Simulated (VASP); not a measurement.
Wanted: the native input for a VASP 6.6.1 run.

```yaml
Task: single point
Functional: PBE
Potentials_or_basis: VASP PAW PBE potentials, release 64 (Mg, B)
Cutoff: 520 eV
k_mesh: 8 × 8 × 4
Occupations: gaussian, width 0.1 eV
Spin: no spin polarisation
Dipole_correction: no
Further_INCAR_settings: ALGO = Normal; EDIFF = 1e-06; NBANDS = 17
```

The structure of MgB2 lies in POSCAR:

```
MgB2
1.0
    0.0000000000      2.8449396307      0.0000000000
   -1.4224698154     -1.4224698154      3.9354594244
    5.6898792614      0.0000000000      0.0000000000
Mg B
2 4
Direct
    1.0000000000      0.0000000000      0.5000000000
    0.0000000000      0.0000000000      0.0000000000
    0.7500000000      0.5000000000      0.1250000000
    0.7500000000      0.5000000000      0.6250000000
    0.2500000000      0.5000000000      0.3750000000
    0.2500000000      0.5000000000      0.8750000000
```

The input as run:

INCAR

```
SYSTEM = MgB2
  ALGO = Normal
  EDIFF = 1E-6
  ENCUT = 520
  GGA = PE
  ISIF = 2
  ISMEAR = 0
  LASPH = .True.
  LCHARG = .False.
  LREAL = .False.
  LWAVE = .False.
  NBANDS = 17
  NELM = 60
  PREC = Accurate
  SIGMA = 0.1
```

KPOINTS

```
k-points
0
Gamma
  8 8 4
  0 0 0
```

Potentials or basis: VASP PAW PBE potentials, release 64 (Mg, B).

The run is started by

```bash
$ cat potpaw_PBE.64/Mg/POTCAR potpaw_PBE.64/B/POTCAR > POTCAR
$ mpirun -np 1 vasp_std > vasp.out
```

Results of the run:

The pressure is 0.1 GPa and the band gap on the k mesh is zero (band 8 reaches 6.56 eV, above the bottom of band 9 at 3.81 eV).

Wall time 62 s on 1 thread of Intel(R) Xeon(R) Platinum 8259CL CPU @ 2.50GHz (Skylake/Cascade Lake) (shared host), peak memory 0.22 GiB.
